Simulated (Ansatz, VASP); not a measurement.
## Mo: VASP beside Ansatz

```xyz
1
Lattice="-1.5255 1.5255 1.6038 1.5255 -1.5255 1.6038 1.5255 1.5255 -1.6038" Properties=species:S:1:pos:R:3 pbc="T T T"
Mo    0.0000    0.0000    0.0000
```

Change from the starting cell: strain -0.025 along x and y, +0.025 along z, atoms carried along.

Alike in both runs: task single point; functional PBEsol; k mesh 26 × 26 × 26; occupations gaussian, width 0.15 eV; no spin polarisation.

|  | VASP | Ansatz |
| --- | --- | --- |
| version | VASP 6.6.1 | Ansatz 0.2.0 |
| potentials or method | VASP PAW PBE potentials, release 64 (Mo_sv), cutoff 520 eV | scalar-relativistic, plane waves, PAW |
| valence electrons in the cell | 14 | 14 |

|  | VASP | Ansatz | Ansatz less VASP |
| --- | --- | --- | --- |
| gap on the k mesh at the Fermi level (eV) | none | none | - |
| pressure (GPa) | 8.7 | 8.1 | -0.63 |
| traceless stress, the component that is largest in VASP (GPa) | -10.90 | -10.90 | -0.004 |

VASP's potentials were made for PBE, not for PBEsol. A gap of «none» marks a metal or a gap that the smearing closes.
